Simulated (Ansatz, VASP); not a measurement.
# Y in VASP and in Ansatz

File INCAR:

```
PREC = Accurate
ENCUT = 520
EDIFF = 1E-7
ISMEAR = -1
SIGMA = 0.05
LREAL = F
LASPH = T
NELM = 100
ALGO = Normal
ISIF = 2
LWAVE = F
LCHARG = F
GGA = PE
NBANDS = 12
```

File KPOINTS:

```
Automatic mesh
0
Gamma
  13 13 13
```

Contents of POSCAR:

```
Y
1.0
    0.0000000000      2.4975189710      2.4601500000
    2.4975189710      0.0000000000      2.4601500000
    2.4975189710      2.4975189710      0.0000000000
Y
1
Direct
    0.0000000000      0.0000000000      0.0000000000
```

Input for Ansatz:

```yaml
crystal:
  lattice:
    - [0.0, 2.497518971, 2.46015]
    - [2.497518971, 0.0, 2.46015]
    - [2.497518971, 2.497518971, 0.0]
  atoms:
    - { symbol: "Y", position: [0.0, 0.0, 0.0] }
kpoints:
  mp_grid: { grid: [13, 13, 13] }
scf:
  occupations: { method: fermi_dirac, width: 0.05 }
hamiltonian:
  xc: pbe
  pseudopotentials: { kind: all_electron, lapw: { basis_error: 0.001 } }
output:
  forces: true
  stress: true
  eigenvalues: true
```

Change from the starting cell: z stretched by -1 % at fixed volume.

Alike in both runs: task single point; functional PBE; k mesh 13 × 13 × 13; occupations fermi-dirac, width 0.05 eV; no spin polarisation.

|  | VASP | Ansatz |
| --- | --- | --- |
| version | VASP 6.6.1 | Ansatz 0.2.0 |
| potentials or method | VASP PAW PBE potentials, release 64 (Y_sv), cutoff 520 eV | all-electron LAPW, scalar-relativistic |

```tsv
	VASP	Ansatz	Ansatz less VASP
pressure (GPa)	2.3	2.4	+0.14
traceless stress, the component that is largest in VASP (GPa)	0.30	0.30	-0.003
```

Ansatz ran all-electron here, and VASP with PAW potentials.
